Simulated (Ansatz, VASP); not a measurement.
## Two plane-wave programs on O

```
O
1.0
     3.96149    0.00000    0.00000
     0.00000    3.96149    0.00000
     0.00000    0.00000    6.08439
O
8
Direct
  0.51273 0.32485 0.54873
  0.48727 0.67515 0.04873
  0.82485 0.98727 0.29873
  0.17515 0.01273 0.79873
  0.67515 0.48727 0.95127
  0.32485 0.51273 0.45127
  0.98727 0.82485 0.70127
  0.01273 0.17515 0.20127
```

Alike in both runs: task relaxation of cell and atoms; functional r2SCAN; k mesh 4 × 4 × 4; occupations gaussian, width 0.1 eV; no spin polarisation.

|  | VASP | Ansatz |
| --- | --- | --- |
| version | VASP 6.6.1 | Ansatz 0.2.0 |
| potentials or method | VASP PAW PBE potentials, release 64 (O), cutoff 600 eV | scalar-relativistic, plane waves, PAW |
| valence electrons in the cell | 48 | 48 |

Ansatz gave:

```
gap on the k mesh at the Fermi level, each at its own relaxed structure (eV)  : none
relaxed volume (Å³/atom)                                                      : 11.94
relaxed length of the cell vector where the two differ most in proportion (Å) : 3.961
```

Problem. What did VASP give for the same quantities?

Solution. gap on the k mesh at the Fermi level, each at its own relaxed structure (eV): none; relaxed volume (Å³/atom): 11.98; relaxed length of the cell vector where the two differ most in proportion (Å): 3.968.

VASP's potentials were made for PBE, not for r2SCAN. A gap of «none» marks a metal or a gap that the smearing closes.

The k mesh is coarse, so the values compare programs but aren't converged. Noted on VASP's run: the standard files for N, O and F lose accuracy on very short bonds; spin is off for a triplet molecule.
